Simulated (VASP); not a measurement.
# Rh (I4/mmm) in VASP: a series of runs, part 2 of 2

VASP 6.6.1.

### Step 4. Single point, PBEsol

This run uses another cell than the first one, of the same volume but with other edges.

Input file INCAR:

```
PREC = Accurate
ENCUT = 520
EDIFF = 1E-6
ISMEAR = 0
SIGMA = 0.15
LREAL = False
LASPH = True
NELM = 100
ALGO = Fast
ISIF = 2
LWAVE = False
LCHARG = True
GGA = PS
LELF = True
LVHAR = True
NBANDS = 14
```

Input file KPOINTS:

```
Automatic mesh
0
Gamma
  24 24 24
```

Input file POSCAR:

```
Rh
1.0
    0.0000000000      1.7894270607      2.1473124729
    1.7894270607      0.0000000000      2.1473124729
    1.7894270607      1.7894270607      0.0000000000
Rh
1
Direct
    0.0000000000      0.0000000000      0.0000000000
```

Potentials or basis: VASP PAW PBE potentials, release 64 (Rh_pv).

Command:

```
> cat potpaw_PBE.64/Rh_pv/POTCAR > POTCAR
> mpirun -np 1 vasp_std > vasp.out
```

OUTCAR:

```text
PREC = Accurate
   ENCUT = 520
   EDIFF = 1E-6
   ISMEAR = 0
   LREAL = False
   LASPH = True
   NELM = 100
   ISIF = 2
   GGA = PS

 ion  position               nearest neighbor table
   1  0.000  0.000  0.000-

  LATTYP: Found a body centered tetragonal cell.
 ALAT       =     2.5306320181
 C/A-ratio  =     1.6970562749

  Lattice vectors:

 A1 = (  -1.7894270607,   0.0000000000,   2.1473124729)
 A2 = (   1.7894270607,   0.0000000000,   2.1473124729)
[... 589 lines left out ...]
     14      34.8584      0.00000

 [... further k-points ...]

------------------------ aborting loop because EDIFF is reached ----------------------------------------

  FORCE on cell =-STRESS in cart. coord.  units (eV):
  Direction    XX          YY          ZZ          XY          YZ          ZX
  --------------------------------------------------------------------------------------
  -------------------------------------------------------------------------------------
  Total        1.2532281      1.2532281     -2.2855437      0.0000000      0.0000000      0.0000000
  in kB      146.0116391    146.0116391   -266.2850955      0.0000000      0.0000000      0.0000000
  external PRESSURE =       8.5793942 kB  Pullay stress =       0.0000000 kB

 VOLUME and BASIS-vectors are now :
 -----------------------------------------------------------------------------
  energy-cutoff  :      520.00
  volume of cell :       13.75
      direct lattice vectors                 reciprocal lattice vectors
     0.000000000  1.789427061  2.147312473    -0.279419045  0.279419045  0.232849204
     1.789427061  0.000000000  2.147312473     0.279419045 -0.279419045  0.232849204
     1.789427061  1.789427061  0.000000000     0.279419045  0.279419045 -0.232849204

 POSITION                                       TOTAL-FORCE (eV/Angst)
 -----------------------------------------------------------------------------------
      0.00000      0.00000      0.00000         0.000000     -0.000000     -0.000000
 -----------------------------------------------------------------------------------
    total drift:                                0.000000      0.000000     -0.000000

  FREE ENERGIE OF THE ION-ELECTRON SYSTEM (eV)
  ---------------------------------------------------
  free  energy   TOTEN  =        -7.9069816842 eV

  energy  without entropy=       -7.8878152957  energy(sigma->0) =       -7.89739849
```

OSZICAR:

```text
N       E                     dE             d eps       ncg     rms          rms(c)
DAV:   1     0.119575903590E+03    0.11958E+03   -0.87538E+03 29888   0.115E+03
DAV:   2    -0.689212186090E+01   -0.12647E+03   -0.12081E+03 32926   0.341E+02
DAV:   3    -0.848081370741E+01   -0.15887E+01   -0.15857E+01 35872   0.419E+01
DAV:   4    -0.848671926822E+01   -0.59056E-02   -0.59052E-02 34408   0.262E+00
DAV:   5    -0.848677053071E+01   -0.51262E-04   -0.51262E-04 35338   0.216E-01    0.113E+01
RMM:   6    -0.793003706648E+01    0.55673E+00   -0.89529E-01 31900   0.923E+00    0.387E+00
RMM:   7    -0.791129286803E+01    0.18744E-01   -0.33648E-02 33159   0.196E+00    0.175E+00
RMM:   8    -0.790729539888E+01    0.39975E-02   -0.70337E-03 35307   0.966E-01    0.236E-01
RMM:   9    -0.790696801912E+01    0.32738E-03   -0.84958E-04 36674   0.322E-01    0.207E-02
RMM:  10    -0.790698212805E+01   -0.14109E-04   -0.83777E-05 37002   0.120E-01    0.119E-02
RMM:  11    -0.790698168418E+01    0.44387E-06   -0.99766E-06 35818   0.419E-02
   1 F= -.79069817E+01 E0= -.78973985E+01  d E =-.191664E-01
```

Run time: 4.2 min. Hardware: 1 thread of Intel Xeon 8259CL, shared host; peak memory 0.3 GiB.

Results:

- Free energy: -7.9070 eV
- Pressure: 0.9 GPa
- Band gap on the k mesh: zero (an odd number of electrons rules out a gap without spin polarisation)

Caveat: the stress differs along the axes, from -27 to 15 GPa; the PAW data sets were made with another functional, which shifts forces and pressure a little.

### Step 5. Single point, PBEsol

This run uses another cell than the first one, of the same volume but with other edges.

Input file INCAR:

```
PREC = Accurate
ENCUT = 520
EDIFF = 1E-7
ISMEAR = 0
SIGMA = 0.15
LREAL = False
LASPH = True
NELM = 60
ALGO = Fast
ISIF = 2
LWAVE = False
LCHARG = False
GGA = PS
NBANDS = 14
```

KPOINTS is that of step 4.

Input file POSCAR:

```
Rh
1.0
    0.0000000000      2.0657426451      1.6112792631
    2.0657426451      0.0000000000      1.6112792631
    2.0657426451      2.0657426451      0.0000000000
Rh
1
Direct
    0.0000000000      0.0000000000      0.0000000000
```

Command:

```
> cat potpaw_PBE.64/Rh_pv/POTCAR > POTCAR
> mpirun -np 1 vasp_std > vasp.out
```

Run time: 4.6 min. Hardware: 1 thread of Intel Xeon 8259CL, shared host; peak memory 0.3 GiB.

It converged, with:

```
Free energy            : -7.8419 eV
Pressure               : 1.0 GPa
Band gap on the k mesh : zero (an odd number of electrons rules out a gap without spin polarisation)
```

Stress tensor (GPa, compression positive):
```
-7.54  0.00  0.00
 0.00 -7.54  0.00
 0.00  0.00 18.21
```

Levels at points of the mesh, in eV from the Fermi level:
```csv
k point,band 3,band 4,band 5,band 6,band 7,band 8,band 9,band 10,band 11,band 12
"(0.00, 0.00, 0.00)",-46.02,-7.92,-3.25,-3.25,-2.47,-1.18,-0.11,17.22,19.14,19.14
"(0.50, 0.00, 0.00)",-46.06,-6.04,-4.26,-1.24,-0.01,0.99,1.45,9.12,14.88,19.36
"(0.50, 0.50, 0.00)",-46.60,-6.10,-6.04,0.86,1.17,1.17,7.46,10.49,10.49,17.40
"(0.50, 0.00, 0.50)",-46.17,-6.11,-5.17,0.08,0.11,1.68,1.71,10.21,13.98,16.92
```

Caveat: the stress differs along the axes, from -8 to 18 GPa; the PAW data sets were made with another functional, which shifts forces and pressure a little.

### Step 6. Summary

```csv
cell,further INCAR settings,gap on the mesh (eV),pressure (GPa)
"a = 2.934, b = 2.934, c = 2.396 Å, angles 65.9, 65.9, 48.2°, 1 atom",ALGO = Fast; EDIFF = 1e-07; NBANDS = 14,none,17.9
"a = 2.635, b = 2.635, c = 2.839 Å, angles 57.4, 57.4, 65.2°, 1 atom",ALGO = Fast; EDIFF = 1e-06; NBANDS = 14,none,-1.9
"a = 2.795, b = 2.795, c = 2.531 Å, angles 63.1, 63.1, 53.8°, 1 atom",ALGO = Fast; EDIFF = 1e-06; NBANDS = 14,none,0.9
"a = 2.620, b = 2.620, c = 2.921 Å, angles 56.1, 56.1, 67.8°, 1 atom",ALGO = Fast; EDIFF = 1e-07; NBANDS = 14,none,1.0
```

Alike in all rows: task single point; level PBEsol; potentials or basis VASP PAW PBE potentials, release 64 (Rh_pv); no spin polarisation; k mesh 24 × 24 × 24; cutoff (eV) 520; smearing gaussian 0.15 eV.

Caveats: the PAW data sets were made with another functional, which shifts forces and pressure a little; the stress differs along the axes, from -29 to 42 GPa (at least some runs); the stress differs along the axes, from -11 to 17 GPa (at least some runs); the stress differs along the axes, from -27 to 15 GPa (at least some runs); the stress differs along the axes, from -8 to 18 GPa (at least some runs).

Absolute energies hang on the potentials; compare differences alone.
